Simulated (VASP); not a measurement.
Here is a VASP 6.6.1 calculation.

The input INCAR:

```
PREC = Accurate
ENCUT = 500
EDIFF = 1E-6
ISMEAR = 1
SIGMA = 0.05
LREAL = F
LASPH = T
NELM = 120
ALGO = Normal
ISIF = 2
LWAVE = F
LCHARG = F
GGA = PE
IVDW = 13
NBANDS = 12
GGA_COMPAT = F
```

The input KPOINTS:

```
regular mesh
0
Gamma
  11 11 11
```

File POSCAR:

```
Nb
1.0
    0.0000000000      2.0955009545      2.0955009545
    2.0955009545      0.0000000000      2.0955009545
    2.0955009545      2.0955009545      0.0000000000
Nb
1
Direct
    0.0000000000      0.0000000000      0.0000000000
```

Potentials or basis: VASP PAW PBE potentials, release 64 (Nb_sv).

The run is started by

```sh
$ cat potpaw_PBE.64/Nb_sv/POTCAR > POTCAR
$ mpirun -np 1 vasp_std > vasp.out
```

What does it give for the band gap on the k mesh?

Zero (an odd number of electrons rules out a gap without spin polarisation).

Predict the pressure.

-0.4 GPa.
